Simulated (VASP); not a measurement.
# ZnCu (Pm-3m) in VASP: a series of runs, part 2 of 2

VASP 6.6.1.

### Step 3. Single point, PBE

This run uses another cell than the first one, of 13.73 Å³/atom, 1.024 times its volume.

INCAR reads:

```
ALGO = Normal ; EDIFF = 1E-6
ENCUT = 520 ; GGA = PE
ISIF = 2 ; ISMEAR = 1
LASPH = True ; LCHARG = True
LELF = True ; LREAL = False
LVHAR = True ; LWAVE = False
NBANDS = 18 ; NELM = 100
PREC = Accurate ; SIGMA = 0.1
```

KPOINTS reads:

```
k-points
0
Gamma
  10 10 10
```

POSCAR reads:

```
ZnCu
1.0
    3.0168574324      0.0000000000      0.0000000000
    0.0000000000      3.0168574324      0.0000000000
    0.0000000000      0.0000000000      3.0168574324
Zn Cu
1 1
Direct
    0.5000000000      0.5000000000      0.5000000000
    0.0000000000      0.0000000000      0.0000000000
```

Potentials or basis: VASP PAW PBE potentials, release 64 (Zn, Cu).

Started as:

```
$ cat potpaw_PBE.64/Zn/POTCAR potpaw_PBE.64/Cu/POTCAR > POTCAR
$ mpirun -np 1 vasp_std > vasp.out
```

OUTCAR:

```text
EDIFF = 1E-6
   ENCUT = 520
   GGA = PE
   ISIF = 2
   ISMEAR = 1
   LASPH = True
   LREAL = False
   NELM = 100
   PREC = Accurate

 ion  position               nearest neighbor table
   1  0.500  0.500  0.500-   2 2.61   2 2.61   2 2.61   2 2.61   2 2.61   2 2.61   2 2.61   2 2.61

   2  0.000  0.000  0.000-   1 2.61   1 2.61   1 2.61   1 2.61   1 2.61   1 2.61   1 2.61   1 2.61

  LATTYP: Found a simple cubic cell.
 ALAT       =     3.0168574324

  Lattice vectors:

 A1 = (   3.0168574324,   0.0000000000,   0.0000000000)
 A2 = (   0.0000000000,   3.0168574324,   0.0000000000)
 A3 = (   0.0000000000,   0.0000000000,   3.0168574324)

Analysis of symmetry for initial positions (statically):
=====================================================================
 Subroutine PRICEL returns:
 Original cell was already a primitive cell.

 Routine SETGRP: Setting up the symmetry group for a
 simple cubic supercell.

 Subroutine GETGRP returns: Found 48 space group operations
 (whereof 48 operations were pure point group operations)
 out of a pool of 48 trial point group operations.

The static configuration has the point symmetry O_h .

Analysis of symmetry for dynamics (positions and initial velocities):
=====================================================================
 Subroutine PRICEL returns:
 Original cell was already a primitive cell.

 Routine SETGRP: Setting up the symmetry group for a
 simple cubic supercell.

 Subroutine GETGRP returns: Found 48 space group operations
 (whereof 48 operations were pure point group operations)
 out of a pool of 48 trial point group operations.

The dynamic configuration has the point symmetry O_h .

 Subroutine INISYM returns: Found 48 space group operations
 (whereof 48 operations are pure point group operations),
 and found     1 'primitive' translations

----------------------------------------------------------------------------------------

                                     Primitive cell

  volume of cell :      27.4577

  direct lattice vectors                    reciprocal lattice vectors
     3.016857432  0.000000000  0.000000000     0.331470751  0.000000000  0.000000000
     0.000000000  3.016857432  0.000000000     0.000000000  0.331470751  0.000000000
     0.000000000  0.000000000  3.016857432     0.000000000  0.000000000  0.331470751

  length of vectors
     3.016857432  3.016857432  3.016857432     0.331470751  0.331470751  0.331470751

  position of ions in fractional coordinates (direct lattice)
     0.500000000  0.500000000  0.500000000
     0.000000000  0.000000000  0.000000000

  ion indices of the primitive-cell ions
   primitive index   ion index
                 1           1
                 2           2

----------------------------------------------------------------------------------------

 KPOINTS: k-points

Automatic generation of k-mesh.
 Grid dimensions read from file:
 generate k-points for:   10   10   10

 Generating k-lattice:

  Cartesian coordinates                     Fractional coordinates (reciprocal lattice)
     0.033147075  0.000000000  0.000000000     0.100000000  0.000000000  0.000000000
     0.000000000  0.033147075  0.000000000     0.000000000  0.100000000  0.000000000
     0.000000000  0.000000000  0.033147075     0.000000000  0.000000000  0.100000000

  Length of vectors
     0.033147075  0.033147075  0.033147075

  Shift w.r.t. Gamma in fractional coordinates (k-lattice)
     0.000000000  0.000000000  0.000000000

 Subroutine IBZKPT returns following result:
 ===========================================

 Found     56 irreducible k-points:

 Following reciprocal coordinates:
            Coordinates               Weight
  0.000000  0.000000  0.000000      1.000000
  0.100000  0.000000  0.000000      6.000000
  0.200000  0.000000  0.000000      6.000000
  0.300000  0.000000  0.000000      6.000000
  0.400000  0.000000  0.000000      6.000000
  0.500000  0.000000  0.000000      3.000000
[... 16 lines left out ...]
  0.200000  0.100000  0.100000     24.000000
  0.300000  0.100000  0.100000     24.000000
 [... further k-points ...]
   k-points           NKPTS =     56   k-points in BZ     NKDIM =     56   number of bands    NBANDS=     18
   number of dos      NEDOS =    301   number of ions     NIONS =      2
   total plane-waves  NPLWV =  13824
   dimension x,y,z NGX =    24 NGY =   24 NGZ =   24
   dimension x,y,z NGXF=    48 NGYF=   48 NGZF=   48
   ions per type =               1   1
   NGX,Y,Z   is equivalent  to a cutoff of  13.23, 13.23, 13.23 a.u.
   NGXF,Y,Z  is equivalent  to a cutoff of  26.45, 26.45, 26.45 a.u.
 SYSTEM =  unknown system
   PREC   = accura    normal or accurate (medium, high low for compatibility)
   ISTART =      0    job   : 0-new  1-cont  2-samecut
   ICHARG =      2    charge: 1-file 2-atom 10-const
   ISPIN  =      1    spin polarized calculation?
   LNONCOLLINEAR =      F non collinear calculations
   LSORBIT =      F    spin-orbit coupling
   LASPH  =      T    aspherical Exc in radial PAW
   ENCUT  =  520.0 eV  38.22 Ry    6.18 a.u.   5.61  5.61  5.61*2*pi/ulx,y,z
   NELM   =    100;   NELMIN=  2; NELMDL= -5     # of ELM steps
   EDIFF  = 0.1E-05   stopping-criterion for ELM
   LREAL  =      F    real-space projection
   EDIFFG = 0.1E-04   stopping-criterion for IOM
   NSW    =      0    number of steps for IOM
   IBRION =     -1    ionic relax: 0-MD 1-quasi-New 2-CG
   NFREE  =      0    steps in history (QN), initial steepest desc. (CG)
   ISIF   =      2    stress and relaxation
   ISYM   =      2    0-nonsym 1-usesym 2-fastsym
   POTIM  = 0.5000    time-step for ionic-motion
   TEBEG  =    0.0;   TEEND  =   0.0 temperature during run
   PSTRESS=    0.0 pullay stress
   NELECT =      23.0000    total number of electrons
   NUPDOWN=      -1.0000    fix difference up-down
   EMIN   =  10.00;   EMAX   =-10.00  energy-range for DOS
   EFERMI =   0.00;   METHOD = LEGACY
   ISMEAR =     1;   SIGMA  =   0.10  broadening in eV -4-tet -1-fermi 0-gaus
   EFERMI_NEDOS =   21; number of points for ismear=-14 and -15
   IALGO  =     38    algorithm
   IMIX   =      4    mixing-type and parameters
     AMIX     =   0.40;   BMIX     =  1.00
     AMIX_MAG =   1.60;   BMIX_MAG =  1.00
  volume/ion in A,a.u.               =      13.73        92.65
  Fermi-wavevector in a.u.,A,eV,Ry     =   1.543225  2.916273 32.402876  2.381544
  Thomas-Fermi vector in A             =   2.648918
   LORBIT       =      0    0 simple, 1 ext, 2 COOP (PROOUT), +10 PAW based schemes
   GGA     = PE    functional components
   LHFCALC =     F    Hartree Fock is set to
   AEXX    =    0.0000 exact exchange contribution
   IVDW    =     0    specifies the selected vdW correction
   LEPSILON=     F    determine dielectric tensor
   LRPA    =     F    only Hartree local field effects (RPA)
 non-spin polarized calculation
 Methfessel and Paxton  Order N= 1 SIGMA  =   0.10
  energy-cutoff  :      520.00
  volume of cell :       27.46
 maximum number of plane-waves:       756
 NGX is ok and might be reduce to    24
   NGX = 11   NGY = 11   NGZ = 11

 number of electron      23.0000033 magnetization

 Free energy of the ion-electron system (eV)
  ---------------------------------------------------
  ext. energy  EPLUGINS =         0.00000000
  ---------------------------------------------------
  free energy    TOTEN  =        -4.98742685 eV

  energy without entropy =       -4.98783289  energy(sigma->0) =       -4.98756220

 E-fermi :   4.9235     XC(G=0): -12.0028

 val. band max:        4.8938214362   @ k =   0.4000   0.4000   0.4000
 cond. band min:       5.0618227956   @ k =   0.3000   0.1000   0.1000
 fundamental gap:      0.1680013594
 Fermi energy:         4.9235233861

 k-point     1 :       0.0000    0.0000    0.0000
  band No.  band energies     occupation
      1      -4.9168      2.00000
      2      -2.7525      2.00000
      3      -2.7525      2.00000
      4      -2.1675      2.00000
      5      -2.1675      2.00000
      6      -2.1675      2.00000
[... 10 lines left out ...]
     17      16.0354      0.00000
     18      27.6027      0.00000
[... 463 lines left out ...]
 k-point    24 :       0.3000    0.1000    0.1000
  band No.  band energies     occupation
      1      -3.2253      2.00000
      2      -2.5929      2.00000
      3      -2.4506      2.00000
      4      -2.2946      2.00000
      5      -2.1931      2.00000
      6      -2.1288      2.00000
[... 10 lines left out ...]
     17      18.7565      0.00000
     18      18.9222      0.00000

 [... further k-points ...]

------------------------ aborting loop because EDIFF is reached ----------------------------------------

  FORCE on cell =-STRESS in cart. coord.  units (eV):
  Direction    XX          YY          ZZ          XY          YZ          ZX
  --------------------------------------------------------------------------------------
  -------------------------------------------------------------------------------------
  Total       -0.8404213     -0.8404213     -0.8404213      0.0000000     -0.0000000      0.0000000
  in kB      -49.0391867    -49.0391867    -49.0391867      0.0000000     -0.0000000      0.0000000
  external PRESSURE =     -49.0391867 kB  Pullay stress =       0.0000000 kB

 VOLUME and BASIS-vectors are now :
 -----------------------------------------------------------------------------
  energy-cutoff  :      520.00
  volume of cell :       27.46
      direct lattice vectors                 reciprocal lattice vectors
     3.016857432  0.000000000  0.000000000     0.331470751  0.000000000  0.000000000
     0.000000000  3.016857432  0.000000000     0.000000000  0.331470751  0.000000000
     0.000000000  0.000000000  3.016857432     0.000000000  0.000000000  0.331470751

 POSITION                                       TOTAL-FORCE (eV/Angst)
 -----------------------------------------------------------------------------------
      1.50843      1.50843      1.50843         0.000000      0.000000      0.000000
      0.00000      0.00000      0.00000         0.000000      0.000000      0.000000
 -----------------------------------------------------------------------------------
    total drift:                                0.000000      0.000000     -0.000000

  FREE ENERGIE OF THE ION-ELECTRON SYSTEM (eV)
  ---------------------------------------------------
  free  energy   TOTEN  =        -4.9874268514 eV

  energy  without entropy=       -4.9878328933  energy(sigma->0) =       -4.98756220
```

OSZICAR:

```text
N       E                     dE             d eps       ncg     rms          rms(c)
DAV:   1     0.115842872439E+03    0.11584E+03   -0.11438E+04  2136   0.207E+03
DAV:   2    -0.109342529244E+01   -0.11694E+03   -0.11185E+03  2032   0.297E+02
DAV:   3    -0.595634551136E+01   -0.48629E+01   -0.48298E+01  2316   0.753E+01
DAV:   4    -0.599479417055E+01   -0.38449E-01   -0.38433E-01  2338   0.615E+00
DAV:   5    -0.599531429209E+01   -0.52012E-03   -0.52011E-03  2272   0.737E-01    0.899E+00
DAV:   6    -0.597110644237E+01    0.24208E-01   -0.14801E+01  2154   0.877E+01    0.622E+00
DAV:   7    -0.499569408852E+01    0.97541E+00   -0.31824E+00  2166   0.808E+01    0.197E+00
DAV:   8    -0.499541418789E+01    0.27990E-03   -0.14463E-01  2848   0.533E+00    0.111E+00
DAV:   9    -0.498741238517E+01    0.80018E-02   -0.13973E-02  2226   0.251E+00    0.450E-02
DAV:  10    -0.498743462684E+01   -0.22242E-04   -0.62918E-04  3072   0.443E-01    0.460E-02
DAV:  11    -0.498742927489E+01    0.53519E-05   -0.89227E-05  2270   0.262E-01    0.107E-02
DAV:  12    -0.498742708842E+01    0.21865E-05   -0.10788E-05  2424   0.751E-02    0.111E-03
DAV:  13    -0.498742685140E+01    0.23702E-06   -0.36544E-07  1110   0.640E-03
   1 F= -.49874269E+01 E0= -.49875622E+01  d E =0.406042E-03
```

stdout:

```text
POSCAR found type information on POSCAR ZnCu
 POSCAR found :  2 types and       2 ions
 scaLAPACK will be used
 LDA part: xc-table for (Slater+PW92), standard interpolation
 POSCAR, INCAR and KPOINTS ok, starting setup
 FFT: planning ... GRIDC
 FFT: planning ... GRID_SOFT
 FFT: planning ... GRID
 WAVECAR not read
 entering main loop
```

It used 13 s of CPU time on 1 thread of Intel Xeon 6975P-C (shared host).

What came out:

```yaml
Free_energy: -4.9874 eV
Pressure: -4.9 GPa
```

### Step 4. Single point, PBE

This run uses another cell than the first one, of 14.05 Å³/atom, 1.048 times its volume.

INCAR reads:

```
SYSTEM = ZnCu
PREC = Accurate ; ENCUT = 520
EDIFF = 1E-6 ; ISMEAR = 1
SIGMA = 0.1 ; LREAL = .FALSE.
LASPH = .TRUE. ; NELM = 100
ALGO = Normal ; ISIF = 2
LWAVE = .FALSE. ; LCHARG = .FALSE.
GGA = PE ; NBANDS = 18
```

KPOINTS reads:

```
Automatic mesh
0
G
  10 10 10
  0 0 0
```

POSCAR reads:

```
ZnCu
1.0
    3.0400649400      0.0000000000      0.0000000000
    0.0000000000      3.0400649400      0.0000000000
    0.0000000000      0.0000000000      3.0400649400
Zn Cu
1 1
Direct
    0.5000000000      0.5000000000      0.5000000000
    0.0000000000      0.0000000000      0.0000000000
```

Started as:

```
$ cat potpaw_PBE.64/Zn/POTCAR potpaw_PBE.64/Cu/POTCAR > POTCAR
$ mpirun -np 1 vasp_std > vasp.out
```

It took 12 s on 1 thread of Intel Xeon 6975P-C, shared host; peak memory 0.16 GiB.

The run converged. Its results:

| Item | Value |
| --- | --- |
| Free energy | -4.9642 eV |
| Pressure | -6.8 GPa |

Levels at points of the mesh, in eV from the Fermi level:
```csv
k point,band 9,band 10,band 11,band 12,band 13,band 14,band 15,band 16
"(0.00, 0.00, 0.00)",-2.61,-2.61,-2.61,5.86,5.86,5.86,10.64,10.64
"(0.50, 0.00, 0.00)",-3.07,-3.07,-2.66,-1.97,10.87,10.87,11.54,11.54
"(0.50, 0.50, 0.00)",-2.76,-2.40,-1.64,-1.64,1.32,1.72,12.90,14.69
"(0.50, 0.50, 0.50)",-2.38,-2.38,3.16,4.09,4.09,4.09,4.19,4.19
```

### Step 5. Overview

| cell | gap on the mesh (eV) | pressure (GPa) |
| --- | --- | --- |
| a = 2.993 Å, 2 atoms | none | -2.7 |
| a = 3.017 Å, 2 atoms | none | -4.9 |
| a = 3.040 Å, 2 atoms | none | -6.8 |

Alike in all rows: task single point; level PBE; potentials or basis VASP PAW PBE potentials, release 64 (Zn, Cu); no spin polarisation; k mesh 10 × 10 × 10; cutoff (eV) 520; smearing methfessel-paxton 0.1 eV.

Total energies depend on the potentials used, so only differences within one code and one set of settings carry meaning.
